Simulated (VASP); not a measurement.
Si:

```
Si
1.0
     3.60206    0.00000    0.00000
     0.00000    5.98672    0.00000
     0.00000    0.00000   10.16666
Si
12
Direct
  0.88428 0.31800 0.20123
  0.38428 0.18200 0.29877
  0.61572 0.81800 0.29877
  0.11572 0.68200 0.20123
  0.11572 0.68200 0.79877
  0.61572 0.81800 0.70123
  0.38428 0.18200 0.70123
  0.88428 0.31800 0.79877
  0.74743 0.88097 0.50000
  0.24743 0.61903 0.00000
  0.75257 0.38097 0.00000
  0.25257 0.11903 0.50000
```

The cell was generated, and may not be a known phase.

| Property | Result |
| --- | --- |
| Program | VASP 6.6.1 |
| Task | relaxation of cell and atoms |
| Functional | PBE |
| Potentials or basis | VASP PAW PBE potentials, release 64 (Si) |
| Cutoff | 600 eV |
| k mesh | 6 × 4 × 2 |
| Occupations | gaussian, width 0.1 eV |
| Spin | no spin polarisation |

At the start: pressure 24.9 GPa; volume 18.27 Å³/atom.

Task: How do energy, volume and symmetry change on relaxing?

Result: Over 17 steps the energy falls by 337.8 meV/atom and the volume is 23.22 Å³/atom (+27.1 %); space group Pnnm (No. 58, to 0.1 Å) before and after.

Step by step:
| step | energy change (eV) | largest force (eV/Å) | pressure (GPa) | volume (Å³) |
| --- | --- | --- | --- | --- |
| 1 | 0.0000 | 1.6616 | 24.87 | 219.24 |
| 2 | -1.3206 | 1.4020 | -8.26 | 321.01 |
| 3 | -3.6114 | 0.7600 | 0.57 | 265.92 |
| 4 | -3.6141 | 0.7347 | 0.88 | 264.85 |
| 5 | -3.6143 | 0.7112 | 1.17 | 263.88 |
| 6 | -3.8015 | 0.4421 | -0.17 | 270.68 |
| 7 | -3.8149 | 0.4169 | -0.57 | 273.11 |
| 8 | -3.9183 | 0.2611 | 0.18 | 273.59 |
| 9 | -3.9266 | 0.3498 | 0.48 | 273.74 |
| 10 | -3.9801 | 0.1751 | -0.09 | 276.68 |
| 11 | -3.9983 | 0.2325 | -0.65 | 279.80 |
| 12 | -4.0343 | 0.1342 | -0.38 | 279.29 |
| 13 | -4.0455 | 0.1321 | -0.13 | 278.82 |
| 14 | -4.0456 | 0.1324 | -0.11 | 278.77 |
| 15 | -4.0513 | 0.0688 | 0.09 | 278.18 |
| 16 | -4.0520 | 0.0613 | 0.18 | 277.89 |
| 17 | -4.0536 | 0.0365 | -0.02 | 278.66 |

Final structure:
```
Si
1.0
     3.78438    0.00000    0.00000
     0.00000    6.75210    0.00000
     0.00000    0.00000   10.90525
Si
12
Direct
  0.90720 0.32792 0.20824
  0.40720 0.17208 0.29176
  0.59280 0.82792 0.29176
  0.09280 0.67208 0.20824
  0.09280 0.67208 0.79176
  0.59280 0.82792 0.70824
  0.40720 0.17208 0.70824
  0.90720 0.32792 0.79176
  0.74522 0.89192 0.50000
  0.24522 0.60808 0.00000
  0.75478 0.39192 0.00000
  0.25478 0.10808 0.50000
```

Caveat: the volume moved by over 15 % at a fixed basis, so the end points are rough.
